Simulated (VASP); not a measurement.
# CoSi2 (fluorite type) (Fm-3m) in VASP: density of states with LDA

Aim: the density of states of CoSi2 (fluorite type) with LDA.

Program: VASP 6.6.1. These are calculated values, not measurements. Logs are shortened: lines on timing, memory, paths and dates and some standing lists are left out, and cuts for length are marked.

## (1) The cell of the first run

Symmetry: Fm-3m, No. 225, cubic system. Conventional cell: a = 5.275 Å, b = 5.275 Å, c = 5.275 Å, α = 90.00°, β = 90.00°, γ = 90.00°. Within 3.0 Å of Co (site symmetry m-3m) lie 8 Si at 2.28 Å. Si (site symmetry -43m) has 4 Co at 2.28 Å and 6 Si at 2.64 Å within 3.0 Å.

## (2) Density of states, LDA

POSCAR reads:

```
CoSi2
1.0
    0.0000000000      2.6372520535      2.6372520535
    2.6372520535      0.0000000000      2.6372520535
    2.6372520535      2.6372520535      0.0000000000
Co Si
1 2
Direct
    0.0000000000      0.0000000000      0.0000000000
    0.2500000000      0.2500000000      0.2500000000
    0.7500000000      0.7500000000      0.7500000000
```

INCAR.step1 reads:

```
PREC = Accurate ; ENCUT = 520
EDIFF = 1E-6 ; ISMEAR = -1
SIGMA = 0.1 ; LREAL = False
LASPH = True ; NELM = 80
ALGO = Normal ; ISIF = 2
LWAVE = False ; LCHARG = True
LMAXMIX = 4 ; GGA = CA
NBANDS = 16
```

KPOINTS.step1 reads:

```
regular mesh
0
Gamma
  10 10 10
```

INCAR.step2 reads:

```
PREC = Accurate ; ENCUT = 520
EDIFF = 1E-6 ; ISMEAR = -5
SIGMA = 0.1 ; LREAL = False
LASPH = True ; NELM = 80
ALGO = Normal ; ISIF = 2
LWAVE = False ; LCHARG = False
LMAXMIX = 4 ; GGA = CA
LORBIT = 11 ; NEDOS = 1001
ICHARG = 11
```

KPOINTS.step2 reads:

```
regular mesh
0
Gamma
  15 15 15
```

Potentials or basis: VASP PAW LDA potentials, release 64 (Co, Si).

The run is started by

```sh
cat potpaw_LDA.64/Co/POTCAR potpaw_LDA.64/Si/POTCAR > POTCAR
cp INCAR.step1 INCAR
cp KPOINTS.step1 KPOINTS
mpirun -np 1 vasp_std > vasp.out
cp INCAR.step2 INCAR
cp KPOINTS.step2 KPOINTS
mpirun -np 1 vasp_std > vasp.out
```

OUTCAR:

```text
PREC = Accurate
   ENCUT = 520
   EDIFF = 1E-6
   ISMEAR = -5
   LREAL = False
   LASPH = True
   NELM = 80
   ISIF = 2
   GGA = CA
   LORBIT = 11
   ICHARG = 11

 ion  position               nearest neighbor table
   1  0.000  0.000  0.000-   3 2.28   3 2.28   3 2.28   2 2.28   3 2.28   2 2.28   2 2.28   2 2.28

   2  0.250  0.250  0.250-   1 2.28   1 2.28   1 2.28   1 2.28   3 2.64   3 2.64   3 2.64   3 2.64
                             3 2.64   3 2.64
   3  0.750  0.750  0.750-   1 2.28   1 2.28   1 2.28   1 2.28   2 2.64   2 2.64   2 2.64   2 2.64
                             2 2.64   2 2.64

  LATTYP: Found a face centered cubic cell.
 ALAT       =     5.2745041070

  Lattice vectors:

 A1 = (   0.0000000000,   2.6372520535,   2.6372520535)
 A2 = (   2.6372520535,   0.0000000000,   2.6372520535)
 A3 = (   2.6372520535,   2.6372520535,   0.0000000000)

Analysis of symmetry for initial positions (statically):
=====================================================================
 Subroutine PRICEL returns:
 Original cell was already a primitive cell.

 Routine SETGRP: Setting up the symmetry group for a
 face centered cubic supercell.

 Subroutine GETGRP returns: Found 48 space group operations
 (whereof 48 operations were pure point group operations)
 out of a pool of 48 trial point group operations.

The static configuration has the point symmetry O_h .

Analysis of symmetry for dynamics (positions and initial velocities):
=====================================================================
 Subroutine PRICEL returns:
 Original cell was already a primitive cell.

 Routine SETGRP: Setting up the symmetry group for a
 face centered cubic supercell.

 Subroutine GETGRP returns: Found 48 space group operations
 (whereof 48 operations were pure point group operations)
 out of a pool of 48 trial point group operations.

The dynamic configuration has the point symmetry O_h .

 Subroutine INISYM returns: Found 48 space group operations
 (whereof 48 operations are pure point group operations),
 and found     1 'primitive' translations

----------------------------------------------------------------------------------------

                                     Primitive cell

  volume of cell :      36.6847

  direct lattice vectors                    reciprocal lattice vectors
     0.000000000  2.637252054  2.637252054    -0.189591283  0.189591283  0.189591283
     2.637252054  0.000000000  2.637252054     0.189591283 -0.189591283  0.189591283
     2.637252054  2.637252054  0.000000000     0.189591283  0.189591283 -0.189591283

  length of vectors
     3.729637621  3.729637621  3.729637621     0.328381735  0.328381735  0.328381735

  position of ions in fractional coordinates (direct lattice)
     0.000000000  0.000000000  0.000000000
     0.250000000  0.250000000  0.250000000
     0.750000000  0.750000000  0.750000000

  ion indices of the primitive-cell ions
   primitive index   ion index
                 1           1
                 2           2
                 3           3

----------------------------------------------------------------------------------------

 KPOINTS: regular mesh

Automatic generation of k-mesh.
 Grid dimensions read from file:
 generate k-points for:   15   15   15

 Generating k-lattice:

  Cartesian coordinates                     Fractional coordinates (reciprocal lattice)
    -0.012639419  0.012639419  0.012639419     0.066666667  0.000000000  0.000000000
     0.012639419 -0.012639419  0.012639419     0.000000000  0.066666667  0.000000000
     0.012639419  0.012639419 -0.012639419     0.000000000  0.000000000  0.066666667

  Length of vectors
     0.021892116  0.021892116  0.021892116

  Shift w.r.t. Gamma in fractional coordinates (k-lattice)
     0.000000000  0.000000000  0.000000000

 TETIRR: Found    484 inequivalent tetrahedra from    20250

 Subroutine IBZKPT returns following result:
 ===========================================

 Found    120 irreducible k-points:

 Following reciprocal coordinates:
            Coordinates               Weight
  0.000000  0.000000  0.000000      1.000000
  0.066667  0.000000  0.000000      8.000000
  0.133333  0.000000  0.000000      8.000000
  0.200000  0.000000  0.000000      8.000000
  0.266667  0.000000  0.000000      8.000000
  0.333333  0.000000  0.000000      8.000000
[... 16 lines left out ...]
  0.133333  0.133333  0.000000      6.000000
  0.200000  0.133333  0.000000     24.000000
 [... further k-points ...]
   k-points           NKPTS =    120   k-points in BZ     NKDIM =    120   number of bands    NBANDS=     12
   number of dos      NEDOS =   1001   number of ions     NIONS =      3
   total plane-waves  NPLWV =  21952
   dimension x,y,z NGX =    28 NGY =   28 NGZ =   28
   dimension x,y,z NGXF=    56 NGYF=   56 NGZF=   56
   ions per type =               1   2
   NGX,Y,Z   is equivalent  to a cutoff of  12.48, 12.48, 12.48 a.u.
   NGXF,Y,Z  is equivalent  to a cutoff of  24.96, 24.96, 24.96 a.u.
 SYSTEM =  unknown system
   PREC   = accura    normal or accurate (medium, high low for compatibility)
   ISTART =      0    job   : 0-new  1-cont  2-samecut
   ICHARG =     11    charge: 1-file 2-atom 10-const
   ISPIN  =      1    spin polarized calculation?
   LNONCOLLINEAR =      F non collinear calculations
   LSORBIT =      F    spin-orbit coupling
   LASPH  =      T    aspherical Exc in radial PAW
   ENCUT  =  520.0 eV  38.22 Ry    6.18 a.u.   6.93  6.93  6.93*2*pi/ulx,y,z
   NELM   =     80;   NELMIN=  2; NELMDL=  0     # of ELM steps
   EDIFF  = 0.1E-05   stopping-criterion for ELM
   LREAL  =      F    real-space projection
   EDIFFG = 0.1E-04   stopping-criterion for IOM
   NSW    =      0    number of steps for IOM
   IBRION =     -1    ionic relax: 0-MD 1-quasi-New 2-CG
   NFREE  =      0    steps in history (QN), initial steepest desc. (CG)
   ISIF   =      2    stress and relaxation
   ISYM   =      2    0-nonsym 1-usesym 2-fastsym
   POTIM  = 0.5000    time-step for ionic-motion
   TEBEG  =    0.0;   TEEND  =   0.0 temperature during run
   PSTRESS=    0.0 pullay stress
   NELECT =      17.0000    total number of electrons
   NUPDOWN=      -1.0000    fix difference up-down
   EMIN   =  10.00;   EMAX   =-10.00  energy-range for DOS
   EFERMI =   0.00;   METHOD = LEGACY
   ISMEAR =    -5;   SIGMA  =   0.10  broadening in eV -4-tet -1-fermi 0-gaus
   EFERMI_NEDOS =   21; number of points for ismear=-14 and -15
   IALGO  =     38    algorithm
   IMIX   =      4    mixing-type and parameters
     AMIX     =   0.40;   BMIX     =  1.00
     AMIX_MAG =   1.60;   BMIX_MAG =  1.00
  volume/ion in A,a.u.               =      12.23        82.52
  Fermi-wavevector in a.u.,A,eV,Ry     =   1.266863  2.394023 21.836544  1.604941
  Thomas-Fermi vector in A             =   2.400041
   LORBIT       =     11    0 simple, 1 ext, 2 COOP (PROOUT), +10 PAW based schemes
   GGA     = CA    functional components
   LHFCALC =     F    Hartree Fock is set to
   AEXX    =    0.0000 exact exchange contribution
   IVDW    =     0    specifies the selected vdW correction
   LEPSILON=     F    determine dielectric tensor
   LRPA    =     F    only Hartree local field effects (RPA)
 non-spin polarized calculation
 Fermi weights with tetrahedron method with Bloechl corrections
  energy-cutoff  :      520.00
  volume of cell :       36.68
 maximum number of plane-waves:      1002

 number of electron      17.0000008 magnetization

 Free energy of the ion-electron system (eV)
  ---------------------------------------------------
  ext. energy  EPLUGINS =         0.00000000
  ---------------------------------------------------
  free energy    TOTEN  =       -21.92906326 eV

  energy without entropy =      -21.92906326  energy(sigma->0) =      -21.92906326

 E-fermi :  10.6080     XC(G=0): -12.1196

 val. band max:       10.6274411698   @ k =   0.4667   0.1333   0.0667
 cond. band min:      10.5797703411   @ k =   0.4000   0.0000   0.0000
 fundamental gap:     -0.0476708287
 Fermi energy:        10.6079513097

 k-point     1 :       0.0000    0.0000    0.0000
  band No.  band energies     occupation
      1      -2.7990      2.00000
      2       6.3262      2.00000
      3       6.3262      2.00000
      4       6.3262      2.00000
      5       8.5618      2.00000
      6       8.5618      2.00000
      7      11.7644      0.00000
      8      14.1123      0.00000
      9      14.1123      0.00000
     10      14.1203      0.00000
     11      14.2272      0.00000
     12      14.2272      0.00000

 k-point     2 :       0.0667    0.0000    0.0000
  band No.  band energies     occupation
      1      -2.7292      2.00000
      2       6.1684      2.00000
      3       6.3514      2.00000
      4       6.3514      2.00000
      5       8.5399      2.00000
      6       8.5399      2.00000
      7      11.7963      0.00000
      8      12.9668      0.00000
      9      13.5471      0.00000
     10      13.5471      0.00000
     11      14.8267      0.00000
     12      14.8268      0.00000

 k-point     3 :       0.1333    0.0000    0.0000
  band No.  band energies     occupation
      1      -2.5206      2.00000
      2       5.7265      2.00000
      3       6.4229      2.00000
      4       6.4229      2.00000
      5       8.4861      2.00000
      6       8.4861      2.00000
      7      11.2986     -0.10438
      8      12.5713      0.00000
      9      12.9485      0.00000
     10      12.9485      0.00000
     11      15.2581      0.00000
     12      15.2582      0.00000

 k-point     4 :       0.2000    0.0000    0.0000
  band No.  band energies     occupation
      1      -2.1759      2.00000
      2       5.0635      2.00000
      3       6.5275      2.00000
      4       6.5275      2.00000
      5       8.4317      2.00000
      6       8.4317      2.00000
      7      10.3331      1.74051
      8      12.3400      0.00000
      9      12.3400      0.00000
     10      12.8920      0.00000
     11      14.9632      0.00000
     12      14.9634      0.00000

 k-point     5 :       0.2667    0.0000    0.0000
  band No.  band energies     occupation
      1      -1.6998      2.00000
      2       4.2396      2.00000
      3       6.6417      2.00000
      4       6.6417      2.00000
      5       8.4203      2.00000
      6       8.4203      2.00000
      7       9.5086      2.00000
      8      11.7190      0.00000
      9      11.7190      0.00000
     10      13.2312      0.00000
     11      14.6319      0.00000
     12      14.6319      0.00000
[... 228 lines left out ...]
      1      -2.3591      2.00000
      2       5.4797      2.00000
      3       6.3519      2.00000
      4       6.5356      2.00000
      5       8.3394      2.00000
      6       8.5526      2.00000
      7      10.9713      0.15498
      8      11.6968      0.00000
      9      12.9947      0.00000
     10      13.3416      0.00000
     11      14.5160      0.00000
     12      15.1830      0.00000

 k-point    22 :      -0.0667    0.0667    0.0000
  band No.  band energies     occupation
      1      -2.6131      2.00000
      2       5.9539      2.00000
      3       6.3297      2.00000
      4       6.4213      2.00000
      5       8.4511      2.00000
      6       8.5599      2.00000
      7      11.7449      0.00000
      8      12.2493      0.00000
      9      12.9118      0.00000
     10      14.0061      0.00000
     11      14.2615      0.00000
     12      15.7124      0.00000

 k-point    23 :       0.1333    0.1333    0.0000
  band No.  band energies     occupation
      1      -2.4278      2.00000
      2       5.7949      2.00000
      3       6.3548      2.00000
      4       6.3548      2.00000
      5       8.1993      2.00000
      6       8.6585      2.00000
      7      11.8716      0.00000
      8      11.8716      0.00000
      9      12.0109      0.00000
     10      12.7601      0.00000
     11      14.6404      0.00000
     12      15.0924      0.00000

 k-point    24 :       0.2000    0.1333    0.0000
  band No.  band energies     occupation
      1      -2.1747      2.00000
      2       5.4160      2.00000
      3       6.3931      2.00000
      4       6.4285      2.00000
      5       8.0011      2.00000
      6       8.6931      2.00000
      7      10.9056      0.35177
      8      11.3804     -0.03580
      9      12.0874      0.00000
     10      12.5057      0.00000
     11      14.5026      0.00000
     12      15.3791      0.00000

 [... further k-points ...]

------------------------ aborting loop because EDIFF is reached ----------------------------------------

  FORCE on cell =-STRESS in cart. coord.  units (eV):
  Direction    XX          YY          ZZ          XY          YZ          ZX
  --------------------------------------------------------------------------------------
  -------------------------------------------------------------------------------------
  Total        0.1096100      0.1096100      0.1096100      0.0000000      0.0000000     -0.0000000
  in kB        4.7871349      4.7871349      4.7871349      0.0000000      0.0000000     -0.0000000
  external PRESSURE =       4.7871349 kB  Pullay stress =       0.0000000 kB

 VOLUME and BASIS-vectors are now :
 -----------------------------------------------------------------------------
  energy-cutoff  :      520.00
  volume of cell :       36.68
      direct lattice vectors                 reciprocal lattice vectors
     0.000000000  2.637252054  2.637252054    -0.189591283  0.189591283  0.189591283
     2.637252054  0.000000000  2.637252054     0.189591283 -0.189591283  0.189591283
     2.637252054  2.637252054  0.000000000     0.189591283  0.189591283 -0.189591283

 POSITION                                       TOTAL-FORCE (eV/Angst)
 -----------------------------------------------------------------------------------
      0.00000      0.00000      0.00000        -0.000000     -0.000000     -0.000000
      1.31863      1.31863      1.31863        -0.000000      0.000000      0.000000
      3.95588      3.95588      3.95588         0.000000      0.000000     -0.000000
 -----------------------------------------------------------------------------------
    total drift:                               -0.000000     -0.000000      0.000000

  FREE ENERGIE OF THE ION-ELECTRON SYSTEM (eV)
  ---------------------------------------------------
  free  energy   TOTEN  =       -21.9290632623 eV

  energy  without entropy=      -21.9290632623  energy(sigma->0) =      -21.92906326

 total charge

# of ion       s       p       d       tot
------------------------------------------
    1        0.568   0.773   7.669   9.010
    2        0.723   0.910   0.000   1.632
    3        0.723   0.910   0.000   1.632
--------------------------------------------------
tot          2.013   2.593   7.669  12.275
```

It took 53 s on 1 thread of AMD EPYC 7R13 (Zen 3), shared host; peak memory 0.15 GiB.

Results:

| Item | Value |
| --- | --- |
| Valence electrons inside the program's atomic spheres | Co 9.01; Si 1.63 |

Levels at points of the mesh, in eV from the Fermi level:
| k point | band 5 | band 6 | band 7 | band 8 | band 9 | band 10 | band 11 | band 12 |
| --- | --- | --- | --- | --- | --- | --- | --- | --- |
| (0.00, 0.00, 0.00) | -2.05 | -2.05 | 1.16 | 3.50 | 3.50 | 3.51 | 3.62 | 3.62 |

Caveat: tetrahedron occupations give inexact forces and stress in metals. Spin polarisation is off, so any magnetic state and its effect on volume and gap are missing.
